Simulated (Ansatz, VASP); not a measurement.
## Two plane-wave programs on KF

The input INCAR:

```
SYSTEM = KF
PREC     = Accurate       ! precision mode
ENCUT    = 600            ! plane-wave cutoff, eV
EDIFF    = 1E-6           ! SCF threshold, eV
ISMEAR   = 1              ! smearing method
SIGMA    = 0.15           ! smearing width, eV
LREAL    = .FALSE.        ! projectors in reciprocal space
LASPH    = .TRUE.         ! aspherical terms in the spheres
NELM     = 100            ! most SCF steps
ALGO     = Normal         ! electronic algorithm
ISIF     = 3              ! what is computed and relaxed
LWAVE    = .FALSE.        ! write WAVECAR
LCHARG   = .FALSE.        ! write CHGCAR
GGA      = B5             ! functional
ALDAX    = 1.0          
AGGAX    = 1.0          
AGGAC    = 1.0          
ALDAC    = 0.0          
IVDW     = 13             ! dispersion correction
VDW_S6   = 1.0          
VDW_S8   = 2.34076671   
VDW_A1   = 0.44488865   
VDW_A2   = 4.0933009    
IBRION   = 2              ! ionic algorithm
NSW      = 60             ! ionic steps
EDIFFG   = -0.01          ! ionic threshold
```

File KPOINTS:

```
Automatic mesh
0
G
  11 11 11
  0 0 0
```

File POSCAR:

```
KF
1.0
    0.0000000000      2.6718500000      2.6718500000
    2.6718500000      0.0000000000      2.6718500000
    2.6718500000      2.6718500000      0.0000000000
K F
1 1
Direct
    0.0000000000      0.0000000000      0.0000000000
    0.5000000000      0.5000000000      0.5000000000
```

Contents of input.yaml:

```yaml
crystal:
  lattice:
    - [0.0, 2.67185, 2.67185]
    - [2.67185, 0.0, 2.67185]
    - [2.67185, 2.67185, 0.0]
  atoms:
    - { symbol: K, position: [0.0, 0.0, 0.0] }
    - { symbol: F, position: [0.5, 0.5, 0.5] }
hamiltonian:
  xc: blyp
  pseudopotentials: { kind: nc, accuracy: standard, xc_functional: pbesol }
  dispersion: d4
kpoints:
  mp_grid: { grid: [11, 11, 11] }
scf:
  occupations: { method: cold, width: 0.15 }
output:
  forces: true
  stress: true
relax:
  f_tol: 0.01
  max_steps: 40
  cell: { stress_tol: 0.05 }
```

Alike in both runs: task relaxation of cell and atoms; functional BLYP; dispersion D4; k mesh 11 × 11 × 11; no spin polarisation.

|  | VASP | Ansatz |
| --- | --- | --- |
| version | VASP 6.6.1 | Ansatz 0.2.0 |
| potentials or method | VASP PAW PBE potentials, release 64 (K_sv, F) | PseudoDojo standard (PBEsol files) |
| plane-wave cutoff (eV) | 600 | 1143 |
| occupations | methfessel-paxton of order 1, width 0.15 eV | cold, width 0.15 eV |
| valence electrons in the cell | 16 | 16 |

Ansatz gave:

| Item | Value |
| --- | --- |
| relaxed volume (Å³/atom) | 19.65 |
| relaxed cell length with the largest relative difference (Å) | 3.816 |

What did VASP give for the same quantities?

Relaxed volume (Å³/atom): 19.62; relaxed cell length with the largest relative difference (Å): 3.815.

VASP's potentials were made for PBE, not for BLYP.

Noted on Ansatz's run: the potentials were made for another functional, which shifts forces and pressure; odd divisions of the mesh miss points on the zone boundary, where band edges often lie, so the gap on the mesh can be too wide; the plane-wave basis is chosen anew once the cell has moved, so the energies of steps on either side of that aren't comparable.
